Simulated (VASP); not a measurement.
# Al3GaO6 (R3) in VASP: relaxation of cell and atoms with PBE

Aim: the relaxation of cell and atoms of Al3GaO6 with PBE.

Everything below comes from runs of VASP 6.6.1. Logs are shortened: lines on timing, memory, paths and dates and some standing lists are left out, and cuts for length are marked.

## (1) The cell of the first run

It takes space group R3 (No. 146, trigonal). Conventional cell: a = 5.337 Å, b = 5.337 Å, c = 14.569 Å, α = 90.00°, β = 90.00°, γ = 120.00°. Al (site symmetry 3) has 6 O at 2.08 to 2.21 Å within 2.8 Å. Within 2.8 Å of Al (site symmetry 3) lie 6 O at 2.08 to 2.21 Å. Within 2.8 Å of Al (site symmetry 3) lie 6 O at 2.08 to 2.21 Å. Within 2.8 Å of Ga (site symmetry 3) lie 6 O at 2.08 to 2.21 Å. O (site symmetry 1) has 1 Ga at 2.08 Å and 3 Al at 2.08 to 2.21 Å and 12 O at 2.83 to 3.21 Å within 3.3 Å. O (site symmetry 1) has 3 Al at 2.08 to 2.21 Å and 1 Ga at 2.21 Å and 12 O at 2.83 to 3.21 Å within 3.3 Å.

## (2) Relaxation of cell and atoms, PBE

Contents of INCAR:

```
PREC = Accurate
ENCUT = 600
EDIFF = 1E-7
ISMEAR = 0
SIGMA = 0.1
LREAL = F
LASPH = T
NELM = 120
ALGO = Normal
ISIF = 3
LWAVE = F
LCHARG = F
GGA = PE
IBRION = 2
NSW = 90
EDIFFG = -0.04
GGA_COMPAT = F
NELMIN = 4
```

Contents of KPOINTS:

```
regular mesh
0
Gamma
  6 6 6
```

Contents of POSCAR:

```
Al3GaO6
1.0
    2.6684421100      1.5406257700      4.8563535600
   -2.6684421100      1.5406257700      4.8563535600
    0.0000000000     -3.0812515400      4.8563535600
Al Ga O
3 1 6
Direct
    0.8521600100      0.8521600100      0.8521600100
    0.6478399900      0.6478399900      0.6478399900
    0.1478399900      0.1478399900      0.1478399900
    0.3521600100      0.3521600100      0.3521600100
    0.0566800200      0.4433199800      0.7500000000
    0.7500000000      0.0566800200      0.4433199800
    0.4433199800      0.7500000000      0.0566800200
    0.9433199800      0.5566800200      0.2500000000
    0.2500000000      0.9433199800      0.5566800200
    0.5566800200      0.2500000000      0.9433199800
```

Potentials or basis: VASP PAW PBE potentials, release 64 (Al, Ga_d, O).

On the command line:

```sh
> cat potpaw_PBE.64/Al/POTCAR potpaw_PBE.64/Ga_d/POTCAR potpaw_PBE.64/O/POTCAR > POTCAR
> mpirun -np 1 vasp_std > vasp.out
```

OUTCAR:

```text
PREC = Accurate
   ENCUT = 600
   EDIFF = 1E-7
   ISMEAR = 0
   LREAL = F
   LASPH = T
   NELM = 120
   ISIF = 3
   GGA = PE
   IBRION = 2
   NSW = 90
   EDIFFG = -0.04
   NELMIN = 4

 ion  position               nearest neighbor table
   1  0.852  0.852  0.852-   9 2.08   8 2.08  10 2.08   7 2.21   6 2.21   5 2.21   2 2.98   3 3.13
                             3 3.13   3 3.13
   2  0.648  0.648  0.648-  10 2.08   8 2.08   9 2.08   7 2.21   6 2.21   5 2.21   1 2.98   4 3.13
                             4 3.13   4 3.13
   3  0.148  0.148  0.148-   6 2.08   5 2.08   7 2.08   9 2.21  10 2.21   8 2.21   4 2.98   1 3.13
                             1 3.13   1 3.13
   4  0.352  0.352  0.352-   7 2.08   5 2.08   6 2.08   9 2.21  10 2.21   8 2.21   3 2.98   2 3.13
                             2 3.13   2 3.13
   5  0.057  0.443  0.750-   3 2.08   4 2.08   1 2.21   2 2.21
   6  0.750  0.057  0.443-   3 2.08   4 2.08   1 2.21   2 2.21
   7  0.443  0.750  0.057-   4 2.08   3 2.08   1 2.21   2 2.21
   8  0.943  0.557  0.250-   1 2.08   2 2.08   3 2.21   4 2.21
   9  0.250  0.943  0.557-   1 2.08   2 2.08   3 2.21   4 2.21
  10  0.557  0.250  0.943-   2 2.08   1 2.08   3 2.21   4 2.21

  LATTYP: Found a trigonal (rhomboedric) cell.
 ALAT       =     5.7513720935
 COS(alpha) =     0.5694707775

  Lattice vectors:

 A1 = (   2.6684421100,   1.5406257700,   4.8563535600)
 A2 = (  -2.6684421100,   1.5406257700,   4.8563535600)
 A3 = (   0.0000000000,  -3.0812515400,   4.8563535600)

Analysis of symmetry for initial positions (statically):
=====================================================================
 Subroutine PRICEL returns:
 Original cell was already a primitive cell.

 Routine SETGRP: Setting up the symmetry group for a
 trigonal (rhombohedral) supercell.

 Subroutine GETGRP returns: Found  3 space group operations
 (whereof  3 operations were pure point group operations)
 out of a pool of 12 trial point group operations.

The static configuration has the point symmetry C_3 .

Analysis of symmetry for dynamics (positions and initial velocities):
=====================================================================
 Subroutine PRICEL returns:
 Original cell was already a primitive cell.

 Routine SETGRP: Setting up the symmetry group for a
 trigonal (rhombohedral) supercell.

 Subroutine GETGRP returns: Found  3 space group operations
 (whereof  3 operations were pure point group operations)
 out of a pool of 12 trial point group operations.

The dynamic configuration has the point symmetry C_3 .

 Subroutine INISYM returns: Found  3 space group operations
 (whereof  3 operations are pure point group operations),
 and found     1 'primitive' translations

----------------------------------------------------------------------------------------

                                     Primitive cell

  volume of cell :     119.7889

  direct lattice vectors                    reciprocal lattice vectors
     2.668442110  1.540625770  4.856353560     0.187375247  0.108181149  0.068638605
    -2.668442110  1.540625770  4.856353560    -0.187375247  0.108181149  0.068638605
     0.000000000 -3.081251540  4.856353560     0.000000000 -0.216362299  0.068638605

  length of vectors
     5.751372093  5.751372093  5.751372093     0.226988772  0.226988772  0.226988772

  position of ions in fractional coordinates (direct lattice)
     0.852160010  0.852160010  0.852160010
     0.647839990  0.647839990  0.647839990
     0.147839990  0.147839990  0.147839990
     0.352160010  0.352160010  0.352160010
     0.056680020  0.443319980  0.750000000
     0.750000000  0.056680020  0.443319980
     0.443319980  0.750000000  0.056680020
     0.943319980  0.556680020  0.250000000
     0.250000000  0.943319980  0.556680020
     0.556680020  0.250000000  0.943319980

  ion indices of the primitive-cell ions
   primitive index   ion index
                 1           1
                 2           2
                 3           3
                 4           4
                 5           5
                 6           6
                 7           7
                 8           8
                 9           9
                10          10

----------------------------------------------------------------------------------------

 KPOINTS: regular mesh

Automatic generation of k-mesh.
 Grid dimensions read from file:
 generate k-points for:    6    6    6

 Generating k-lattice:

  Cartesian coordinates                     Fractional coordinates (reciprocal lattice)
     0.031229208  0.018030192  0.011439767     0.166666667 -0.000000000 -0.000000000
    -0.031229208  0.018030192  0.011439767    -0.000000000  0.166666667 -0.000000000
     0.000000000 -0.036060383  0.011439767    -0.000000000 -0.000000000  0.166666667

  Length of vectors
     0.037831462  0.037831462  0.037831462

  Shift w.r.t. Gamma in fractional coordinates (k-lattice)
     0.000000000  0.000000000  0.000000000

 Subroutine IBZKPT returns following result:
 ===========================================

 Found     40 irreducible k-points:

 Following reciprocal coordinates:
            Coordinates               Weight
  0.000000  0.000000  0.000000      1.000000
  0.166667  0.000000  0.000000      6.000000
  0.333333 -0.000000  0.000000      6.000000
  0.500000 -0.000000  0.000000      3.000000
  0.166667  0.166667  0.000000      6.000000
  0.333333  0.166667 -0.000000      6.000000
[... 16 lines left out ...]
  0.333333  0.333333  0.166667      6.000000
  0.500000  0.333333  0.166667      6.000000
 [... further k-points ...]
   k-points           NKPTS =     40   k-points in BZ     NKDIM =     40   number of bands    NBANDS=     35
   number of dos      NEDOS =    301   number of ions     NIONS =     10
   total plane-waves  NPLWV = 110592
   dimension x,y,z NGX =    48 NGY =   48 NGZ =   48
   dimension x,y,z NGXF=    96 NGYF=   96 NGZF=   96
   ions per type =               3   1   6
   NGX,Y,Z   is equivalent  to a cutoff of  13.87, 13.87, 13.87 a.u.
   NGXF,Y,Z  is equivalent  to a cutoff of  27.75, 27.75, 27.75 a.u.
 SYSTEM =  unknown system
   PREC   = accura    normal or accurate (medium, high low for compatibility)
   ISTART =      0    job   : 0-new  1-cont  2-samecut
   ICHARG =      2    charge: 1-file 2-atom 10-const
   ISPIN  =      1    spin polarized calculation?
   LNONCOLLINEAR =      F non collinear calculations
   LSORBIT =      F    spin-orbit coupling
   LASPH  =      T    aspherical Exc in radial PAW
   ENCUT  =  600.0 eV  44.10 Ry    6.64 a.u.  11.49 11.49 11.49*2*pi/ulx,y,z
   NELM   =    120;   NELMIN=  4; NELMDL= -5     # of ELM steps
   EDIFF  = 0.1E-06   stopping-criterion for ELM
   LREAL  =      F    real-space projection
   EDIFFG = -.4E-01   stopping-criterion for IOM
   NSW    =     90    number of steps for IOM
   IBRION =      2    ionic relax: 0-MD 1-quasi-New 2-CG
   NFREE  =      1    steps in history (QN), initial steepest desc. (CG)
   ISIF   =      3    stress and relaxation
   ISYM   =      2    0-nonsym 1-usesym 2-fastsym
   POTIM  = 0.5000    time-step for ionic-motion
   TEBEG  =    0.0;   TEEND  =   0.0 temperature during run
   PSTRESS=    0.0 pullay stress
   NELECT =      58.0000    total number of electrons
   NUPDOWN=      -1.0000    fix difference up-down
   EMIN   =  10.00;   EMAX   =-10.00  energy-range for DOS
   EFERMI =   0.00;   METHOD = LEGACY
   ISMEAR =     0;   SIGMA  =   0.10  broadening in eV -4-tet -1-fermi 0-gaus
   EFERMI_NEDOS =   21; number of points for ismear=-14 and -15
   IALGO  =     38    algorithm
   IMIX   =      4    mixing-type and parameters
     AMIX     =   0.40;   BMIX     =  1.00
     AMIX_MAG =   1.60;   BMIX_MAG =  1.00
  volume/ion in A,a.u.               =      11.98        80.84
  Fermi-wavevector in a.u.,A,eV,Ry     =   1.285519  2.429280 22.484449  1.652560
  Thomas-Fermi vector in A             =   2.417649
   LORBIT       =      0    0 simple, 1 ext, 2 COOP (PROOUT), +10 PAW based schemes
   GGA     = PE    functional components
   LHFCALC =     F    Hartree Fock is set to
   AEXX    =    0.0000 exact exchange contribution
   IVDW    =     0    specifies the selected vdW correction
   LEPSILON=     F    determine dielectric tensor
   LRPA    =     F    only Hartree local field effects (RPA)
 conjugate gradient relaxation of ions
 non-spin polarized calculation
 Gauss-broadening in eV      SIGMA  =   0.10
  energy-cutoff  :      600.00
  volume of cell :      119.79
 maximum number of plane-waves:      4016
 NGX is ok and might be reduce to    48
   NGX = 23   NGY = 23   NGZ = 23

--------------------------------------- Ionic step        1  -------------------------------------------

 number of electron      58.0000008 magnetization

 Free energy of the ion-electron system (eV)
  ---------------------------------------------------
  ext. energy  EPLUGINS =         0.00000000
  ---------------------------------------------------
  free energy    TOTEN  =       -66.82338134 eV

  energy without entropy =      -66.82338134  energy(sigma->0) =      -66.82338134

------------------------ aborting loop because EDIFF is reached ----------------------------------------

  FORCE on cell =-STRESS in cart. coord.  units (eV):
  Direction    XX          YY          ZZ          XY          YZ          ZX
  --------------------------------------------------------------------------------------
  -------------------------------------------------------------------------------------
  Total      -26.3158483    -26.3158483    -24.5489566     -0.0000000      0.0000000      0.0000000
  in kB     -351.9747150   -351.9747148   -328.3425212     -0.0000001      0.0000000      0.0000000
  external PRESSURE =    -344.0973170 kB  Pullay stress =       0.0000000 kB
[... 113 lines left out ...]
  FREE ENERGIE OF THE ION-ELECTRON SYSTEM (eV)
  ---------------------------------------------------
  free  energy   TOTEN  =       -70.8778050671 eV

  energy  without entropy=      -70.8778050671  energy(sigma->0) =      -70.87780507

[... ionic steps 4 to 8 ...]

--------------------------------------- Ionic step        9  -------------------------------------------

 number of electron      57.9999998 magnetization

------------------------ aborting loop because EDIFF is reached ----------------------------------------
[... 83 lines left out ...]
--------------------------------------- Ionic step       11  -------------------------------------------

 number of electron      57.9999997 magnetization

 Free energy of the ion-electron system (eV)
  ---------------------------------------------------
  ext. energy  EPLUGINS =         0.00000000
  ---------------------------------------------------
  free energy    TOTEN  =       -70.99955645 eV

  energy without entropy =      -70.99955645  energy(sigma->0) =      -70.99955645

 E-fermi :   5.8760     XC(G=0): -11.6751

 val. band max:        5.3791365137   @ k =  -0.1667   0.1667   0.0000
 cond. band min:       9.9397363524   @ k =   0.0000   0.0000   0.0000
 fundamental gap:      4.5605998387
 Fermi energy:         5.8759591343

 k-point     1 :       0.0000    0.0000    0.0000
  band No.  band energies     occupation
      1     -13.5788      2.00000
      2     -11.4261      2.00000
      3     -11.3172      2.00000
      4     -11.3172      2.00000
      5     -10.9499      2.00000
      6     -10.9499      2.00000
[... 901 lines left out ...]
     34      15.8069      0.00000
     35      16.0354      0.00000

 [... further k-points ...]

------------------------ aborting loop because EDIFF is reached ----------------------------------------

  FORCE on cell =-STRESS in cart. coord.  units (eV):
  Direction    XX          YY          ZZ          XY          YZ          ZX
  --------------------------------------------------------------------------------------
  -------------------------------------------------------------------------------------
  Total        0.0499726      0.0499726      0.0377706      0.0000001      0.0000000      0.0000000
  in kB        0.8836939      0.8836939      0.6679190      0.0000012      0.0000000      0.0000000
  external PRESSURE =       0.8117689 kB  Pullay stress =       0.0000000 kB
[... 25 lines left out ...]
  FREE ENERGIE OF THE ION-ELECTRON SYSTEM (eV)
  ---------------------------------------------------
  free  energy   TOTEN  =       -70.9995564478 eV

  energy  without entropy=      -70.9995564478  energy(sigma->0) =      -70.99955645

 reached required accuracy - stopping structural energy minimisation
```

Wall time 17 min (1 thread of Intel Xeon 6975P-C (Granite Rapids), shared host); peak memory 0.47 GiB.

What came out:

| Property | Result |
| --- | --- |
| Free energy | -70.9996 eV |
| Relaxed volume | 9.06 Å³/atom |
| Relaxed cell | a = 5.232 Å, b = 5.232 Å, c = 5.232 Å, α = 55.46°, β = 55.46°, γ = 55.46° |
| Space group after relaxing (to 0.1 Å) | R3 (No. 146) |
| Energy gained by relaxing | 417.6 meV/atom |
| Ionic steps | 11 |
| Pressure after relaxing | 0.1 GPa |
| Largest force after relaxing | 0.033 eV/Å |
| Band gap on the k mesh | 4.56 eV (least direct gap 4.63 eV) |

Forces in eV/Å, atoms in the order of the input:
```
Al   0.000  0.000 -0.029
Al   0.000  0.000 -0.033
Al   0.000  0.000  0.013
Ga   0.000  0.000  0.023
O   -0.010  0.017 -0.010
O   -0.010 -0.017 -0.010
O    0.019  0.000 -0.010
O   -0.023 -0.001  0.018
O    0.013 -0.019  0.018
O    0.010  0.021  0.018
```

The path:
| step | energy change (eV) | largest force (eV/Å) | pressure (GPa) | volume (Å³) |
| --- | --- | --- | --- | --- |
| 1 | 0.0000 | 0.9039 | -34.41 | 119.79 |
| 2 | -3.0481 | 0.8387 | 35.43 | 80.49 |
| 3 | -4.0544 | 0.8226 | 0.13 | 90.88 |
| 4 | -4.0537 | 0.8184 | 1.45 | 90.36 |
| 5 | -4.1441 | 0.3913 | 1.45 | 90.16 |
| 6 | -4.1442 | 0.3892 | 1.46 | 90.15 |
| 7 | -4.1655 | 0.2309 | -1.17 | 91.14 |
| 8 | -4.1657 | 0.2159 | -1.44 | 91.25 |
| 9 | -4.1746 | 0.1083 | 0.05 | 90.62 |
| 10 | -4.1748 | 0.1143 | 0.27 | 90.54 |
| 11 | -4.1762 | 0.0328 | 0.08 | 90.60 |

Final structure:
```
Al Ga O
1.0
     2.43462    1.40563    4.41252
    -2.43462    1.40563    4.41252
     0.00000   -2.81126    4.41252
Al Ga O
3 1 6
Direct
  0.85225 0.85225 0.85225
  0.64670 0.64670 0.64670
  0.15096 0.15096 0.15096
  0.35856 0.35856 0.35856
  0.04137 0.44276 0.76642
  0.76642 0.04137 0.44276
  0.44276 0.76642 0.04137
  0.93338 0.55612 0.25148
  0.25148 0.93338 0.55612
  0.55612 0.25148 0.93338
```

Caveat: the volume moved by over 15 % at a fixed basis, so the end points are rough. A k mesh can miss the band edges.
